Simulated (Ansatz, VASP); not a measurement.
In: VASP beside Ansatz

```
In
1.0
     0.00000    2.35611    2.35611
     2.35611    0.00000    2.35611
     2.35611    2.35611    0.00000
In
1
Direct
  0.00000 0.00000 0.00000
```

Alike in both runs: task single point; functional PBE; k mesh 8 × 8 × 8; occupations gaussian, width 0.05 eV; no spin polarisation.

|  | VASP | Ansatz |
| --- | --- | --- |
| version | VASP 6.6.1 | Ansatz 0.2.0 |
| potentials or method | VASP PAW PBE potentials, release 64 (In_d), cutoff 520 eV | scalar-relativistic, plane waves, PAW |
| valence electrons in the cell | 13 | 13 |

```tsv
	VASP	Ansatz	Ansatz less VASP
pressure (GPa)	2.1	2.1	+0.03
```
